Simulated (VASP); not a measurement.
# LiF (P6_3mc) in VASP: notebook

The runs below take LiF through single point, with PBE.

Everything below comes from runs of VASP 6.6.1. Logs are shortened: lines on timing, memory, paths and dates and some standing lists are left out, and cuts for length are marked.

## (1) The cell of the first run

It takes space group P6_3mc (No. 186, hexagonal). Conventional cell: a = 3.284 Å, b = 3.284 Å, c = 5.150 Å, α = 90.00°, β = 90.00°, γ = 120.00°. Within 2.6 Å of Li (site symmetry 3m) lie 4 F at 1.98 to 1.99 Å. Within 2.6 Å of F (site symmetry 3m) lie 4 Li at 1.98 to 1.99 Å.

## (2) Single point, PBE (volume 12.029 Å^3 an atom, c/a of the conventional cell 1.5681)

Contents of INCAR:

```
SYSTEM = LiF
  PREC = Accurate
  ENCUT = 520
  EDIFF = 1E-6
  ISMEAR = 0
  SIGMA = 0.05
  LREAL = .FALSE.
  LASPH = .TRUE.
  NELM = 80
  ALGO = Normal
  ISIF = 2
  LWAVE = .FALSE.
  LCHARG = .FALSE.
  GGA = PE
  NBANDS = 18
```

Contents of KPOINTS:

```
regular mesh
0
G
  9 9 6
  0 0 0
```

Contents of POSCAR:

```
LiF
1.0
    3.2844132905      0.0000000000      0.0000000000
   -1.6422066452      2.8443853461      0.0000000000
    0.0000000000      0.0000000000      5.1504275546
Li F
2 2
Direct
    0.3333333333      0.6666666667      0.3810713234
    0.6666666667      0.3333333333      0.8810713234
    0.3333333333      0.6666666667      0.9939266766
    0.6666666667      0.3333333333      0.4939266766
```

Potentials or basis: VASP PAW PBE potentials, release 64 (Li_sv, F).

Started as:

```sh
$ cat potpaw_PBE.64/Li_sv/POTCAR potpaw_PBE.64/F/POTCAR > POTCAR
$ mpirun -np 1 vasp_std > vasp.out
```

OUTCAR:

```text
SYSTEM = LiF
   PREC = Accurate
   ENCUT = 520
   EDIFF = 1E-6
   ISMEAR = 0
   LREAL = .FALSE.
   LASPH = .TRUE.
   NELM = 80
   ISIF = 2
   GGA = PE

 ion  position               nearest neighbor table
   1  0.333  0.667  0.381-   4 1.98   4 1.98   4 1.98   3 1.99
   2  0.667  0.333  0.881-   3 1.98   3 1.98   3 1.98   4 1.99
   3  0.333  0.667  0.994-   2 1.98   2 1.98   2 1.98   1 1.99
   4  0.667  0.333  0.494-   1 1.98   1 1.98   1 1.98   2 1.99

  LATTYP: Found a hexagonal cell.
 ALAT       =     3.2844132905
 C/A-ratio  =     1.5681423436

  Lattice vectors:

 A1 = (   3.2844132905,   0.0000000000,   0.0000000000)
 A2 = (  -1.6422066452,   2.8443853461,   0.0000000000)
 A3 = (   0.0000000000,   0.0000000000,   5.1504275546)

Analysis of symmetry for initial positions (statically):
=====================================================================
 Subroutine PRICEL returns:
 Original cell was already a primitive cell.

 Routine SETGRP: Setting up the symmetry group for a
 hexagonal supercell.

 Subroutine GETGRP returns: Found 12 space group operations
 (whereof  6 operations were pure point group operations)
 out of a pool of 24 trial point group operations.

The static configuration has the point symmetry C_3v.
 The point group associated with its full space group is C_6v.

Analysis of symmetry for dynamics (positions and initial velocities):
=====================================================================
 Subroutine PRICEL returns:
 Original cell was already a primitive cell.

 Routine SETGRP: Setting up the symmetry group for a
 hexagonal supercell.

 Subroutine GETGRP returns: Found 12 space group operations
 (whereof  6 operations were pure point group operations)
 out of a pool of 24 trial point group operations.

The dynamic configuration has the point symmetry C_3v.
 The point group associated with its full space group is C_6v.

 Subroutine INISYM returns: Found 12 space group operations
 (whereof  6 operations are pure point group operations),
 and found     1 'primitive' translations

----------------------------------------------------------------------------------------

                                     Primitive cell

  volume of cell :      48.1160

  direct lattice vectors                    reciprocal lattice vectors
     3.284413290  0.000000000  0.000000000     0.304468382  0.175784902  0.000000000
    -1.642206645  2.844385346  0.000000000     0.000000000  0.351569804  0.000000000
     0.000000000  0.000000000  5.150427555     0.000000000  0.000000000  0.194158638

  length of vectors
     3.284413290  3.284413290  5.150427555     0.351569804  0.351569804  0.194158638

  position of ions in fractional coordinates (direct lattice)
     0.333333333  0.666666667  0.381071323
     0.666666667  0.333333333  0.881071323
     0.333333333  0.666666667  0.993926677
     0.666666667  0.333333333  0.493926677

  ion indices of the primitive-cell ions
   primitive index   ion index
                 1           1
                 2           2
                 3           3
                 4           4

----------------------------------------------------------------------------------------

 KPOINTS: regular mesh

Automatic generation of k-mesh.
 Grid dimensions read from file:
 generate k-points for:    9    9    6

 Generating k-lattice:

  Cartesian coordinates                     Fractional coordinates (reciprocal lattice)
     0.033829820  0.019531656  0.000000000     0.111111111  0.000000000  0.000000000
     0.000000000  0.039063312  0.000000000     0.000000000  0.111111111  0.000000000
     0.000000000  0.000000000  0.032359773     0.000000000  0.000000000  0.166666667

  Length of vectors
     0.039063312  0.039063312  0.032359773

  Shift w.r.t. Gamma in fractional coordinates (k-lattice)
     0.000000000  0.000000000  0.000000000

 Subroutine IBZKPT returns following result:
 ===========================================

 Found     48 irreducible k-points:

 Following reciprocal coordinates:
            Coordinates               Weight
  0.000000  0.000000  0.000000      1.000000
  0.111111 -0.000000  0.000000      6.000000
  0.222222 -0.000000  0.000000      6.000000
  0.333333  0.000000  0.000000      6.000000
  0.444444 -0.000000  0.000000      6.000000
  0.111111  0.111111  0.000000      6.000000
[... 16 lines left out ...]
  0.333333  0.222222  0.166667     24.000000
  0.333333  0.333333  0.166667      4.000000
 [... further k-points ...]
   k-points           NKPTS =     48   k-points in BZ     NKDIM =     48   number of bands    NBANDS=     18
   number of dos      NEDOS =    301   number of ions     NIONS =      4
   total plane-waves  NPLWV =  23040
   dimension x,y,z NGX =    24 NGY =   24 NGZ =   40
   dimension x,y,z NGXF=    48 NGYF=   48 NGZF=   80
   ions per type =               2   2
   NGX,Y,Z   is equivalent  to a cutoff of  12.15, 12.15, 12.91 a.u.
   NGXF,Y,Z  is equivalent  to a cutoff of  24.30, 24.30, 25.82 a.u.
 SYSTEM =  LiF
   PREC   = accura    normal or accurate (medium, high low for compatibility)
   ISTART =      0    job   : 0-new  1-cont  2-samecut
   ICHARG =      2    charge: 1-file 2-atom 10-const
   ISPIN  =      1    spin polarized calculation?
   LNONCOLLINEAR =      F non collinear calculations
   LSORBIT =      F    spin-orbit coupling
   LASPH  =      T    aspherical Exc in radial PAW
   ENCUT  =  520.0 eV  38.22 Ry    6.18 a.u.   6.11  6.11  9.58*2*pi/ulx,y,z
   NELM   =     80;   NELMIN=  2; NELMDL= -5     # of ELM steps
   EDIFF  = 0.1E-05   stopping-criterion for ELM
   LREAL  =      F    real-space projection
   EDIFFG = 0.1E-04   stopping-criterion for IOM
   NSW    =      0    number of steps for IOM
   IBRION =     -1    ionic relax: 0-MD 1-quasi-New 2-CG
   NFREE  =      0    steps in history (QN), initial steepest desc. (CG)
   ISIF   =      2    stress and relaxation
   ISYM   =      2    0-nonsym 1-usesym 2-fastsym
   POTIM  = 0.5000    time-step for ionic-motion
   TEBEG  =    0.0;   TEEND  =   0.0 temperature during run
   PSTRESS=    0.0 pullay stress
   NELECT =      20.0000    total number of electrons
   NUPDOWN=      -1.0000    fix difference up-down
   EMIN   =  10.00;   EMAX   =-10.00  energy-range for DOS
   EFERMI =   0.00;   METHOD = LEGACY
   ISMEAR =     0;   SIGMA  =   0.05  broadening in eV -4-tet -1-fermi 0-gaus
   EFERMI_NEDOS =   21; number of points for ismear=-14 and -15
   IALGO  =     38    algorithm
   IMIX   =      4    mixing-type and parameters
     AMIX     =   0.40;   BMIX     =  1.00
     AMIX_MAG =   1.60;   BMIX_MAG =  1.00
  volume/ion in A,a.u.               =      12.03        81.18
  Fermi-wavevector in a.u.,A,eV,Ry     =   1.221767  2.308804 20.309609  1.492714
  Thomas-Fermi vector in A             =   2.356937
   LORBIT       =      0    0 simple, 1 ext, 2 COOP (PROOUT), +10 PAW based schemes
   GGA     = PE    functional components
   LHFCALC =     F    Hartree Fock is set to
   AEXX    =    0.0000 exact exchange contribution
   IVDW    =     0    specifies the selected vdW correction
   LEPSILON=     F    determine dielectric tensor
   LRPA    =     F    only Hartree local field effects (RPA)
 non-spin polarized calculation
 Gauss-broadening in eV      SIGMA  =   0.05
  energy-cutoff  :      520.00
  volume of cell :       48.12
 maximum number of plane-waves:      1314
   NGX = 13   NGY = 13   NGZ = 19

 number of electron      19.9999987 magnetization

 Free energy of the ion-electron system (eV)
  ---------------------------------------------------
  ext. energy  EPLUGINS =         0.00000000
  ---------------------------------------------------
  free energy    TOTEN  =       -19.17173939 eV

  energy without entropy =      -19.17173939  energy(sigma->0) =      -19.17173939

 E-fermi :  -2.9764     XC(G=0):  -8.0179

 val. band max:       -3.2430394218   @ k =   0.0000   0.0000   0.0000
 cond. band min:       3.6362384777   @ k =   0.0000   0.0000   0.0000
 fundamental gap:      6.8792778995
 Fermi energy:        -2.9763691242

 k-point     1 :       0.0000    0.0000    0.0000
  band No.  band energies     occupation
      1     -44.2731      2.00000
      2     -44.2563      2.00000
      3     -22.3881      2.00000
      4     -22.2273      2.00000
      5      -4.8958      2.00000
      6      -3.6001      2.00000
[... 10 lines left out ...]
     17      14.6323      0.00000
     18      15.3502      0.00000

 k-point     2 :       0.1111   -0.0000    0.0000
  band No.  band energies     occupation
      1     -44.2716      2.00000
      2     -44.2557      2.00000
      3     -22.3763      2.00000
      4     -22.2241      2.00000
      5      -4.8418      2.00000
      6      -3.7071      2.00000
[... 10 lines left out ...]
     17      14.7938      0.00000
     18      15.3211      0.00000

 k-point     3 :       0.2222   -0.0000    0.0000
  band No.  band energies     occupation
      1     -44.2676      2.00000
      2     -44.2543      2.00000
      3     -22.3449      2.00000
      4     -22.2177      2.00000
      5      -4.7027      2.00000
      6      -4.0044      2.00000
[... 10 lines left out ...]
     17      14.7532      0.00000
     18      14.8672      0.00000

 k-point     4 :       0.3333    0.0000    0.0000
  band No.  band energies     occupation
      1     -44.2627      2.00000
      2     -44.2531      2.00000
      3     -22.3045      2.00000
      4     -22.2140      2.00000
      5      -4.6218      2.00000
      6      -4.2402      2.00000
[... 375 lines left out ...]
      4     -22.2192      2.00000
      5      -4.5222      2.00000
      6      -4.4502      2.00000
[... 10 lines left out ...]
     17      14.3406      0.00000
     18      15.6393      0.00000

 k-point    23 :       0.3333    0.2222    0.1667
  band No.  band energies     occupation
      1     -44.2567      2.00000
      2     -44.2534      2.00000
      3     -22.2536      2.00000
      4     -22.2235      2.00000
      5      -4.6971      2.00000
      6      -4.3102      2.00000
[... 10 lines left out ...]
     17      14.0212      0.00000
     18      15.3800      0.00000

 k-point    24 :       0.3333    0.3333    0.1667
  band No.  band energies     occupation
      1     -44.2545      2.00000
      2     -44.2545      2.00000
      3     -22.2346      2.00000
      4     -22.2346      2.00000
      5      -4.7222      2.00000
      6      -4.1865      2.00000
[... 10 lines left out ...]
     17      13.7546      0.00000
     18      15.4947      0.00000

 [... further k-points ...]
[... 5 lines left out ...]
  --------------------------------------------------------------------------------------
  -------------------------------------------------------------------------------------
  Total       -1.8261455     -1.8261455     -1.7187495     -0.0000000      0.0000000      0.0000000
  in kB      -60.8074008    -60.8074008    -57.2313063     -0.0000000      0.0000000      0.0000000
  external PRESSURE =     -59.6153693 kB  Pullay stress =       0.0000000 kB

 VOLUME and BASIS-vectors are now :
 -----------------------------------------------------------------------------
  energy-cutoff  :      520.00
  volume of cell :       48.12
      direct lattice vectors                 reciprocal lattice vectors
     3.284413290  0.000000000  0.000000000     0.304468382  0.175784902  0.000000000
    -1.642206645  2.844385346  0.000000000     0.000000000  0.351569804  0.000000000
     0.000000000  0.000000000  5.150427555     0.000000000  0.000000000  0.194158638

 POSITION                                       TOTAL-FORCE (eV/Angst)
 -----------------------------------------------------------------------------------
     -0.00000      1.89626      1.96268         0.000000     -0.000000     -0.019336
      1.64221      0.94813      4.53789        -0.000000      0.000000     -0.019336
     -0.00000      1.89626      5.11915        -0.000000      0.000000      0.019336
      1.64221      0.94813      2.54393         0.000000     -0.000000      0.019336
 -----------------------------------------------------------------------------------
    total drift:                                0.000001      0.000002     -0.000409

  FREE ENERGIE OF THE ION-ELECTRON SYSTEM (eV)
  ---------------------------------------------------
  free  energy   TOTEN  =       -19.1717393938 eV

  energy  without entropy=      -19.1717393938  energy(sigma->0) =      -19.17173939
```

Run time: 38 s. Hardware: 1 thread of Intel Xeon Platinum 8124M at 3.00GHz (Skylake/Cascade Lake), shared host; peak memory 0.17 GiB.

What came out:

```
Free energy            : -19.1717 eV
Largest force          : 0.019 eV/Å
Band gap on the k mesh : 6.88 eV, direct
```

Forces on the atoms (eV/Å):
```
Li   0.000  0.000 -0.019
Li   0.000  0.000 -0.019
F    0.000  0.000  0.019
F    0.000  0.000  0.019
```

Caveat: the cutoff is under 1.25 times the usual one of these potentials, so pressure, stress and relaxed cells hold a basis-set (Pulay) error. A k mesh can miss the band edges.

## (3) Single point, PBE (volume 12.029 Å^3 an atom, c/a of the conventional cell 1.6161)

Contents of INCAR:

```
PREC = Accurate ; ENCUT = 520
EDIFF = 1E-7 ; ISMEAR = 0
SIGMA = 0.05 ; LREAL = F
LASPH = T ; NELM = 100
ALGO = Normal ; ISIF = 2
LWAVE = F ; LCHARG = F
GGA = PE ; NBANDS = 18
```

Contents of KPOINTS:

```
Automatic mesh
0
Gamma
  9 9 6
```

Contents of POSCAR:

```
LiF
1.0
    3.2515982770      0.0000000000      0.0000000000
   -1.6257991385      2.8159667108      0.0000000000
    0.0000000000      0.0000000000      5.2549079754
Li F
2 2
Direct
    0.3333333333      0.6666666667      0.3810713234
    0.6666666667      0.3333333333      0.8810713234
    0.3333333333      0.6666666667      0.9939266766
    0.6666666667      0.3333333333      0.4939266766
```

Potentials or basis: VASP PAW PBE potentials, release 64 (Li_sv, F).

Started as:

```sh
$ cat potpaw_PBE.64/Li_sv/POTCAR potpaw_PBE.64/F/POTCAR > POTCAR
$ mpirun -np 1 vasp_std > vasp.out
```

Run time: 36 s. Hardware: 1 thread of Intel Xeon Platinum 8124M at 3.00GHz (Skylake/Cascade Lake), shared host; peak memory 0.17 GiB.

It converged, with:

* Free energy: -19.1697 eV
* Largest force: 0.042 eV/Å
* Band gap on the k mesh: 6.90 eV, direct

Forces on the atoms (eV/Å):
```
Li   0.000  0.000 -0.042
Li   0.000  0.000 -0.042
F    0.000  0.000  0.042
F    0.000  0.000  0.042
```

Levels at points of the mesh, in eV from the valence-band top:
```csv
k point,band 8,band 9,band 10,band 11,band 12,band 13
"(0.00, 0.00, 0.00)",-0.09,-0.09,0.00,6.90,10.78,13.35
"(0.00, 0.00, 0.50)",-0.19,-0.19,-0.19,8.42,8.42,15.79
```

Caveat: the cutoff is under 1.25 times the usual one of these potentials, so pressure, stress and relaxed cells hold a basis-set (Pulay) error. A k mesh can miss the band edges.

## (4) Single point, PBE (volume 12.029 Å^3 an atom, c/a of the conventional cell 1.5216)

Contents of INCAR:

```
PREC = Accurate
ENCUT = 520
EDIFF = 1E-7
ISMEAR = 0
SIGMA = 0.05
LREAL = F
LASPH = T
NELM = 100
ALGO = Normal
ISIF = 2
LWAVE = F
LCHARG = T
GGA = PE
LELF = T
LVHAR = T
NBANDS = 18
```

Contents of KPOINTS:

```
regular mesh
0
Gamma
  9 9 6
```

Contents of POSCAR:

```
LiF
1.0
    3.3175651606      0.0000000000      0.0000000000
   -1.6587825803      2.8730957078      0.0000000000
    0.0000000000      0.0000000000      5.0480071484
Li F
2 2
Direct
    0.3333333333      0.6666666667      0.3810713234
    0.6666666667      0.3333333333      0.8810713234
    0.3333333333      0.6666666667      0.9939266766
    0.6666666667      0.3333333333      0.4939266766
```

Started as:

```sh
$ cat potpaw_PBE.64/Li_sv/POTCAR potpaw_PBE.64/F/POTCAR > POTCAR
$ mpirun -np 1 vasp_std > vasp.out
```

Run time: 61 s. Hardware: 1 thread of Intel Xeon Platinum 8124M at 3.00GHz (Skylake/Cascade Lake), shared host; peak memory 0.19 GiB.

It converged, with:

```
Free energy            : -19.1653 eV
Largest force          : 0.020 eV/Å
Band gap on the k mesh : 6.86 eV, direct
```

Forces in eV/Å, atoms in the order of the input:
```
Li   0.000  0.000  0.020
Li   0.000  0.000  0.020
F    0.000  0.000 -0.020
F    0.000  0.000 -0.020
```

Levels at points of the mesh, in eV from the valence-band top:
```tsv
k point	band 8	band 9	band 10	band 11	band 12	band 13
(0.00, 0.00, 0.00)	-0.14	-0.14	0.00	6.86	11.03	13.62
(0.00, 0.00, 0.50)	-0.28	-0.28	-0.28	8.45	8.45	16.25
```

Caveat: the cutoff is under 1.25 times the usual one of these potentials, so pressure, stress and relaxed cells hold a basis-set (Pulay) error. A k mesh can miss the band edges.

## (5) Overview

```tsv
cell	gap on the mesh (eV)	largest force (eV/Å)
a = 3.284, b = 3.284, c = 5.150 Å, angles 90.0, 90.0, 120.0°, 4 atoms	6.88	0.02
a = 3.252, b = 3.252, c = 5.255 Å, angles 90.0, 90.0, 120.0°, 4 atoms	6.90	0.04
a = 3.318, b = 3.318, c = 5.048 Å, angles 90.0, 90.0, 120.0°, 4 atoms	6.86	0.02
```

Alike in all rows: task single point; level PBE; potentials or basis VASP PAW PBE potentials, release 64 (Li_sv, F); no spin polarisation; k mesh 9 × 9 × 6; cutoff (eV) 520; smearing gaussian 0.05 eV.

Caveats: the cutoff is under 1.25 times the usual one of these potentials, so pressure, stress and relaxed cells hold a basis-set (Pulay) error.

Absolute energies hang on the potentials; compare differences alone.
